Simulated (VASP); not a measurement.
**Nb: single point with PBEsol**

The system is Nb.

```
Nb
1.0
     0.00000    6.61715    6.61715
     6.61715    0.00000    6.61715
     6.61715    6.61715    0.00000
Nb
32
Direct
  0.00000 0.00000 0.00000
  0.12500 0.12500 0.12500
  0.25000 0.25000 0.25000
  0.37500 0.37500 0.37500
  0.00000 0.00000 0.50000
  0.12500 0.12500 0.62500
  0.25000 0.25000 0.75000
  0.37500 0.37500 0.87500
  0.00000 0.50000 0.00000
  0.12500 0.62500 0.12500
  0.25000 0.75000 0.25000
  0.37500 0.87500 0.37500
  0.00000 0.50000 0.50000
  0.12500 0.62500 0.62500
  0.25000 0.75000 0.75000
  0.37500 0.87500 0.87500
  0.50000 0.00000 0.00000
  0.62500 0.12500 0.12500
  0.75000 0.25000 0.25000
  0.87500 0.37500 0.37500
  0.50000 0.00000 0.50000
  0.62500 0.12500 0.62500
  0.75000 0.25000 0.75000
  0.87500 0.37500 0.87500
  0.50000 0.50000 0.00000
  0.62500 0.62500 0.12500
  0.75000 0.75000 0.25000
  0.87500 0.87500 0.37500
  0.50000 0.50000 0.50000
  0.62500 0.62500 0.62500
  0.75000 0.75000 0.75000
  0.87500 0.87500 0.87500
```

* Program: VASP 6.6.1
* Task: single point
* Functional: PBEsol
* Potentials or basis: VASP PAW PBE potentials, release 64 (Nb_sv)
* Cutoff: 520 eV
* k mesh: 2 × 2 × 2
* Occupations: methfessel-paxton, width 0.1 eV
* Spin: no spin polarisation
* Dipole correction: no
* Further INCAR settings: LREAL = Auto; ALGO = Normal; EDIFF = 1e-07; NBANDS = 230

```json
{
 "Pressure": "-6.5 GPa",
 "Band gap on the k mesh": "zero (bands 208 and 209 overlap by 1.28 eV)"
}
```

Levels at points of the mesh, in eV from the Fermi level:
```tsv
k point	band 207	band 208	band 209	band 210	band 211	band 212
(0.00, 0.00, 0.00)	-1.26	-1.26	-1.26	0.18	0.18	0.18
(0.50, 0.00, 0.00)	0.01	0.01	0.01	0.01	0.08	0.08
(0.50, 0.50, 0.00)	-0.30	-0.30	-0.30	-0.30	0.13	0.13
```

Run time: 24 min on 1 thread of Intel(R) Xeon(R) Platinum 8259CL CPU @ 2.50GHz (Skylake/Cascade Lake) (shared host), peak memory 0.82 GiB.

Caveat: the k points lie up to 0.41 Å⁻¹ apart, too coarse for converged energies and pressures of a metal; the PAW data sets were made with another functional, which shifts forces and pressure a little.
